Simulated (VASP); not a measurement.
# BN in VASP: further runs

Runs on BN. Level: PBE. Tasks: single point.

Everything below comes from runs of VASP 6.6.1. Logs are shortened: lines on timing, memory, paths and dates and some standing lists are left out, and cuts for length are marked.

### Step 1. The cell of the first run

It takes space group I-4m2 (No. 119, tetragonal). The conventional cell has a = 2.552 Å, b = 2.552 Å, c = 3.784 Å, α = 90.00°, β = 90.00°, γ = 90.00°. B (site symmetry -4m2) has 4 N at 1.59 Å within 2.1 Å. N (site symmetry -4m2) has 4 B at 1.59 Å within 2.1 Å.

### Step 2. Single point, PBE (uniaxial z strain +4.8%)

Contents of INCAR:

```
PREC = Accurate
ENCUT = 520
EDIFF = 1E-6
ISMEAR = -1
SIGMA = 0.02
LREAL = F
LASPH = T
NELM = 80
ALGO = Normal
ISIF = 2
LWAVE = F
LCHARG = F
GGA = PE
NBANDS = 11
```

Contents of KPOINTS:

```
regular mesh
0
Gamma
  12 12 12
```

Contents of POSCAR:

```
BN
1.0
    0.0000000000      1.8048254497      1.8919985189
    1.8048254497      0.0000000000      1.8919985189
    1.8048254497      1.8048254497      0.0000000000
B N
1 1
Direct
    0.0000000000      0.0000000000      0.0000000000
    0.2500000000      0.2500000000      0.2500000000
```

Potentials or basis: VASP PAW PBE potentials, release 64 (B, N).

Launch:

```sh
$ cat potpaw_PBE.64/B/POTCAR potpaw_PBE.64/N/POTCAR > POTCAR
$ mpirun -np 1 vasp_std > vasp.out
```

OUTCAR:

```text
PREC = Accurate
   ENCUT = 520
   EDIFF = 1E-6
   ISMEAR = -1
   LREAL = F
   LASPH = T
   NELM = 80
   ISIF = 2
   GGA = PE

 ion  position               nearest neighbor table
   1  0.000  0.000  0.000-   2 1.59   2 1.59   2 1.59   2 1.59
   2  0.250  0.250  0.250-   1 1.59   1 1.59   1 1.59   1 1.59

  LATTYP: Found a body centered tetragonal cell.
 ALAT       =     2.5524086287
 C/A-ratio  =     1.4825200774

  Lattice vectors:

 A1 = (  -1.8048254497,   0.0000000000,   1.8919985189)
 A2 = (   1.8048254497,   0.0000000000,   1.8919985189)
 A3 = (   0.0000000000,   1.8048254497,  -1.8919985189)

Analysis of symmetry for initial positions (statically):
=====================================================================
 Subroutine PRICEL returns:
 Original cell was already a primitive cell.

 Routine SETGRP: Setting up the symmetry group for a
 body centered tetragonal supercell.

 Subroutine GETGRP returns: Found  8 space group operations
 (whereof  8 operations were pure point group operations)
 out of a pool of 16 trial point group operations.

The static configuration has the point symmetry D_2d.

Analysis of symmetry for dynamics (positions and initial velocities):
=====================================================================
 Subroutine PRICEL returns:
 Original cell was already a primitive cell.

 Routine SETGRP: Setting up the symmetry group for a
 body centered tetragonal supercell.

 Subroutine GETGRP returns: Found  8 space group operations
 (whereof  8 operations were pure point group operations)
 out of a pool of 16 trial point group operations.

The dynamic configuration has the point symmetry D_2d.

 Subroutine INISYM returns: Found  8 space group operations
 (whereof  8 operations are pure point group operations),
 and found     1 'primitive' translations

----------------------------------------------------------------------------------------

                                     Primitive cell

  volume of cell :      12.3260

  direct lattice vectors                    reciprocal lattice vectors
     0.000000000  1.804825450  1.891998519    -0.277035101  0.277035101  0.264270820
     1.804825450  0.000000000  1.891998519     0.277035101 -0.277035101  0.264270820
     1.804825450  1.804825450  0.000000000     0.277035101  0.277035101 -0.264270820

  length of vectors
     2.614775956  2.614775956  2.552408629     0.472584342  0.472584342  0.472584342

  position of ions in fractional coordinates (direct lattice)
     0.000000000  0.000000000  0.000000000
     0.250000000  0.250000000  0.250000000

  ion indices of the primitive-cell ions
   primitive index   ion index
                 1           1
                 2           2

----------------------------------------------------------------------------------------

 KPOINTS: regular mesh

Automatic generation of k-mesh.
 Grid dimensions read from file:
 generate k-points for:   12   12   12

 Generating k-lattice:

  Cartesian coordinates                     Fractional coordinates (reciprocal lattice)
    -0.023086258  0.023086258  0.022022568     0.083333333  0.000000000  0.000000000
     0.023086258 -0.023086258  0.022022568     0.000000000  0.083333333  0.000000000
     0.023086258  0.023086258 -0.022022568    -0.000000000 -0.000000000  0.083333333

  Length of vectors
     0.039382028  0.039382028  0.039382028

  Shift w.r.t. Gamma in fractional coordinates (k-lattice)
     0.000000000  0.000000000  0.000000000

 Subroutine IBZKPT returns following result:
 ===========================================

 Found    163 irreducible k-points:

 Following reciprocal coordinates:
            Coordinates               Weight
  0.000000  0.000000  0.000000      1.000000
  0.083333 -0.000000  0.000000      8.000000
  0.166667  0.000000  0.000000      8.000000
  0.250000  0.000000  0.000000      8.000000
  0.333333  0.000000  0.000000      8.000000
  0.416667  0.000000  0.000000      8.000000
[... 16 lines left out ...]
  0.500000  0.166667  0.000000      8.000000
 -0.416667  0.166667  0.000000      8.000000
 [... further k-points ...]
   k-points           NKPTS =    163   k-points in BZ     NKDIM =    163   number of bands    NBANDS=     11
   number of dos      NEDOS =    301   number of ions     NIONS =      2
   total plane-waves  NPLWV =   8000
   dimension x,y,z NGX =    20 NGY =   20 NGZ =   20
   dimension x,y,z NGXF=    40 NGYF=   40 NGZF=   40
   ions per type =               1   1
   NGX,Y,Z   is equivalent  to a cutoff of  12.72, 12.72, 13.03 a.u.
   NGXF,Y,Z  is equivalent  to a cutoff of  25.43, 25.43, 26.05 a.u.
 SYSTEM =  unknown system
   PREC   = accura    normal or accurate (medium, high low for compatibility)
   ISTART =      0    job   : 0-new  1-cont  2-samecut
   ICHARG =      2    charge: 1-file 2-atom 10-const
   ISPIN  =      1    spin polarized calculation?
   LNONCOLLINEAR =      F non collinear calculations
   LSORBIT =      F    spin-orbit coupling
   LASPH  =      T    aspherical Exc in radial PAW
   ENCUT  =  520.0 eV  38.22 Ry    6.18 a.u.   4.86  4.86  4.75*2*pi/ulx,y,z
   NELM   =     80;   NELMIN=  2; NELMDL= -5     # of ELM steps
   EDIFF  = 0.1E-05   stopping-criterion for ELM
   LREAL  =      F    real-space projection
   EDIFFG = 0.1E-04   stopping-criterion for IOM
   NSW    =      0    number of steps for IOM
   IBRION =     -1    ionic relax: 0-MD 1-quasi-New 2-CG
   NFREE  =      0    steps in history (QN), initial steepest desc. (CG)
   ISIF   =      2    stress and relaxation
   ISYM   =      2    0-nonsym 1-usesym 2-fastsym
   POTIM  = 0.5000    time-step for ionic-motion
   TEBEG  =    0.0;   TEEND  =   0.0 temperature during run
   PSTRESS=    0.0 pullay stress
   NELECT =       8.0000    total number of electrons
   NUPDOWN=      -1.0000    fix difference up-down
   EMIN   =  10.00;   EMAX   =-10.00  energy-range for DOS
   EFERMI =   0.00;   METHOD = LEGACY
   ISMEAR =    -1;   SIGMA  =   0.02  broadening in eV -4-tet -1-fermi 0-gaus
   EFERMI_NEDOS =   21; number of points for ismear=-14 and -15
   IALGO  =     38    algorithm
   IMIX   =      4    mixing-type and parameters
     AMIX     =   0.40;   BMIX     =  1.00
     AMIX_MAG =   1.60;   BMIX_MAG =  1.00
  volume/ion in A,a.u.               =       6.16        41.59
  Fermi-wavevector in a.u.,A,eV,Ry     =   1.417417  2.678530 27.335085  2.009072
  Thomas-Fermi vector in A             =   2.538650
   LORBIT       =      0    0 simple, 1 ext, 2 COOP (PROOUT), +10 PAW based schemes
   GGA     = PE    functional components
   LHFCALC =     F    Hartree Fock is set to
   AEXX    =    0.0000 exact exchange contribution
   IVDW    =     0    specifies the selected vdW correction
   LEPSILON=     F    determine dielectric tensor
   LRPA    =     F    only Hartree local field effects (RPA)
 non-spin polarized calculation
  energy-cutoff  :      520.00
  volume of cell :       12.33
 maximum number of plane-waves:       344
   NGX =  9   NGY =  9   NGZ =  9

 number of electron       8.0000001 magnetization

 Free energy of the ion-electron system (eV)
  ---------------------------------------------------
  ext. energy  EPLUGINS =         0.00000000
  ---------------------------------------------------
  free energy    TOTEN  =       -17.40073567 eV

  energy without entropy =      -17.40073567  energy(sigma->0) =      -17.40073567

 E-fermi :   7.5341     XC(G=0): -12.6150

 val. band max:        7.0531319504   @ k =   0.0000   0.0000   0.0000
 cond. band min:      11.0559127392   @ k =   0.5000   0.0000   0.5000
 fundamental gap:      4.0027807888
 Fermi energy:         7.5340885811

 k-point     1 :       0.0000    0.0000    0.0000
  band No.  band energies     occupation
      1     -12.8623      2.00000
      2       6.5643      2.00000
      3       7.0531      2.00000
      4       7.0531      2.00000
      5      15.4143      0.00000
      6      15.4143      0.00000
      7      15.7470      0.00000
      8      16.5329      0.00000
      9      30.8597      0.00000
     10      32.7097      0.00000
     11      33.2564      0.00000

 k-point     2 :       0.0833   -0.0000    0.0000
  band No.  band energies     occupation
      1     -12.6988      2.00000
      2       5.9350      2.00000
      3       6.6090      2.00000
      4       6.8981      2.00000
      5      15.5040      0.00000
      6      15.6814      0.00000
      7      16.0268      0.00000
      8      17.1529      0.00000
      9      30.6222      0.00000
     10      31.0077      0.00000
     11      32.8717      0.00000

 k-point     3 :       0.1667    0.0000    0.0000
  band No.  band energies     occupation
      1     -12.2150      2.00000
      2       3.9598      2.00000
      3       6.0890      2.00000
      4       6.5206      2.00000
      5      15.6722      0.00000
      6      16.3244      0.00000
      7      16.6080      0.00000
      8      18.5413      0.00000
      9      29.5267      0.00000
     10      30.5625      0.00000
     11      31.1573      0.00000

 k-point     4 :       0.2500    0.0000    0.0000
  band No.  band energies     occupation
      1     -11.4355      2.00000
      2       1.5828      2.00000
      3       5.5438      2.00000
      4       6.0848      2.00000
      5      15.8252      0.00000
      6      16.9961      0.00000
      7      17.1646      0.00000
      8      19.9170      0.00000
      9      29.2421      0.00000
     10      30.2905      0.00000
     11      30.5015      0.00000
[... 239 lines left out ...]
 k-point    22 :       0.4167    0.1667    0.0000
  band No.  band energies     occupation
      1      -9.6819      2.00000
      2      -0.9193      2.00000
      3       3.4910      2.00000
      4       4.4227      2.00000
      5      15.6139      0.00000
      6      18.4051      0.00000
      7      19.5282      0.00000
      8      20.6216      0.00000
      9      26.5571      0.00000
     10      31.8966      0.00000
     11      34.7897      0.00000

 k-point    23 :       0.5000    0.1667    0.0000
  band No.  band energies     occupation
      1      -8.7467      2.00000
      2      -2.4297      2.00000
      3       2.8897      2.00000
      4       4.5159      2.00000
      5      16.0105      0.00000
      6      18.3133      0.00000
      7      19.3394      0.00000
      8      21.7265      0.00000
      9      27.2199      0.00000
     10      32.1381      0.00000
     11      33.9344      0.00000

 k-point    24 :      -0.4167    0.1667    0.0000
  band No.  band energies     occupation
      1      -8.4887      2.00000
      2      -2.7938      2.00000
      3       2.5195      2.00000
      4       4.8270      2.00000
      5      16.5043      0.00000
      6      18.1714      0.00000
      7      18.9377      0.00000
      8      21.9604      0.00000
      9      27.8060      0.00000
     10      31.8221      0.00000
     11      32.5968      0.00000

 [... further k-points ...]

------------------------ aborting loop because EDIFF is reached ----------------------------------------

  FORCE on cell =-STRESS in cart. coord.  units (eV):
  Direction    XX          YY          ZZ          XY          YZ          ZX
  --------------------------------------------------------------------------------------
  -------------------------------------------------------------------------------------
  Total       -0.1586145     -0.1586145     -2.4417059      0.0000000      0.0000000     -0.0000000
  in kB      -20.6173235    -20.6173235   -317.3823240      0.0000000      0.0000000     -0.0000000
  external PRESSURE =    -119.5389903 kB  Pullay stress =       0.0000000 kB

 VOLUME and BASIS-vectors are now :
 -----------------------------------------------------------------------------
  energy-cutoff  :      520.00
  volume of cell :       12.33
      direct lattice vectors                 reciprocal lattice vectors
     0.000000000  1.804825450  1.891998519    -0.277035101  0.277035101  0.264270820
     1.804825450  0.000000000  1.891998519     0.277035101 -0.277035101  0.264270820
     1.804825450  1.804825450  0.000000000     0.277035101  0.277035101 -0.264270820

 POSITION                                       TOTAL-FORCE (eV/Angst)
 -----------------------------------------------------------------------------------
      0.00000      0.00000      0.00000         0.000000      0.000000     -0.000000
      0.90241      0.90241      0.94600        -0.000000     -0.000000      0.000000
 -----------------------------------------------------------------------------------
    total drift:                               -0.000000     -0.000000      0.000001

  FREE ENERGIE OF THE ION-ELECTRON SYSTEM (eV)
  ---------------------------------------------------
  free  energy   TOTEN  =       -17.4007356718 eV

  energy  without entropy=      -17.4007356718  energy(sigma->0) =      -17.40073567
```

Wall time 11 s (1 thread of Intel Xeon 6975P-C (Granite Rapids), shared host); peak memory 0.13 GiB.

Results:

```yaml
Free_energy: -17.4007 eV
Pressure: -12.0 GPa
Band_gap_on_the_k_mesh: 4.00 eV, indirect (least direct gap 8.36 eV)
```

Caveat: the cell differs from its parent crystal (uniaxial z strain +4.8%). A k mesh can miss the band edges.

### Step 3. Single point, PBE (strain along [111] -3.1%)

Contents of INCAR:

```
  PREC = Accurate
  ENCUT = 520
  EDIFF = 1E-7
  ISMEAR = -1
  SIGMA = 0.02
  LREAL = False
  LASPH = True
  NELM = 80
  ALGO = Normal
  ISIF = 2
  LWAVE = False
  LCHARG = False
  GGA = PE
  NBANDS = 11
```

KPOINTS is that of step 2.

Contents of POSCAR:

```
BN
1.0
   -0.0368184392      1.7680070105      1.7680070105
    1.7680070105     -0.0368184392      1.7680070105
    1.7680070105      1.7680070105     -0.0368184392
B N
1 1
Direct
   -0.0003819355     -0.0003819355     -0.0003819355
    0.2503819355      0.2503819355      0.2503819355
```

Potentials or basis: VASP PAW PBE potentials, release 64 (B, N).

Launch:

```sh
$ cat potpaw_PBE.64/B/POTCAR potpaw_PBE.64/N/POTCAR > POTCAR
$ mpirun -np 1 vasp_std > vasp.out
```

Wall time 12 s (1 thread of Intel Xeon 6975P-C (Granite Rapids), shared host); peak memory 0.13 GiB.

The run converged. Its results:

- Free energy: -17.3998 eV
- Pressure: 18.3 GPa
- Largest force: 0.048 eV/Å
- Band gap on the k mesh: 4.35 eV, indirect (least direct gap 8.61 eV)

Forces on the atoms (eV/Å):
```
B   -0.028 -0.028 -0.028
N    0.028  0.028  0.028
```

Stress tensor (GPa, compression positive):
```
18.30 10.27 10.27
10.27 18.30 10.27
10.27 10.27 18.30
```

Levels at points of the mesh, in eV from the valence-band top:
| k point | band 2 | band 3 | band 4 | band 5 | band 6 | band 7 |
| --- | --- | --- | --- | --- | --- | --- |
| (0.00, 0.00, 0.00) | -0.18 | -0.18 | 0.00 | 8.61 | 8.61 | 9.11 |
| (0.50, 0.00, 0.00) | -11.17 | -2.04 | -2.03 | 10.49 | 10.62 | 11.32 |
| (0.50, 0.50, 0.00) | -9.27 | -5.41 | -4.97 | 4.35 | 9.36 | 18.25 |
| (0.50, 0.50, 0.50) | -11.03 | -2.38 | -2.38 | 9.92 | 10.53 | 10.53 |

Caveat: the cell differs from its parent crystal (strain along [111] -3.1%). A k mesh can miss the band edges.
